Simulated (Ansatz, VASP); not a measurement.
**CdTe in VASP and in Ansatz**

The input INCAR:

```
SYSTEM = CdTe
PREC = Accurate
ENCUT = 520
EDIFF = 1E-6
ISMEAR = -1
SIGMA = 0.05
LREAL = .FALSE.
LASPH = .TRUE.
NELM = 60
ALGO = Normal
ISIF = 2
LWAVE = .FALSE.
LCHARG = .FALSE.
LDIPOL = .TRUE.
IDIPOL = 3
DIPOL = 0.5 0.5 0.285
GGA = PE
NBANDS = 16
```

File KPOINTS:

```
Automatic mesh
0
G
  9 9 1
  0 0 0
```

File POSCAR:

```
CdTe
1.0
    3.0380000000      0.0000000000      0.0000000000
    0.0000000000      3.0380000000      0.0000000000
    0.0000000000      0.0000000000     31.5700000000
Cd Te
1 1
Direct
    0.0000000000      0.0000000000      0.2383800000
    0.5000000000      0.5000000000      0.3317800000
```

input.yaml

```yaml
crystal:
  lattice:
    - [3.038, 0.0, 0.0]
    - [0.0, 3.038, 0.0]
    - [0.0, 0.0, 31.57]
  atoms:
    - { symbol: Cd, position: [0.0, 0.0, 0.23838] }
    - { symbol: Te, position: [0.5, 0.5, 0.33178] }
  periodic: [true, true, false]
kpoints:
  mp_grid: { grid: [9, 9, 1] }
scf:
  occupations: { method: fermi_dirac, width: 0.05 }
hamiltonian:
  xc: pbe
  pseudopotentials: { kind: all_electron, lapw: { basis_error: 0.002 } }
output:
  forces: true
  stress: true
  eigenvalues: true
```

Alike in both runs: functional PBE; k mesh 9 × 9 × 1; occupations fermi-dirac, width 0.05 eV; no spin polarisation.

|  | VASP | Ansatz |
| --- | --- | --- |
| version | VASP 6.6.1 | Ansatz 0.2.0 |
| potentials or method | VASP PAW PBE potentials, release 64 (Cd, Te), cutoff 520 eV | all-electron LAPW, scalar-relativistic |
| task | single point | work function |

```csv
,VASP,Ansatz,Ansatz less VASP
gap on the k mesh at the Fermi level (eV),none,none,-
rms of the force components (eV/Å),0.064,0.061,-0.0030
```

Atom by atom the forces differ by 0.003 eV/Å (rms over components). A gap of «none» marks a metal or a gap that the smearing closes. Ansatz ran all-electron here, and VASP with PAW potentials.

Spin-orbit coupling is off throughout.
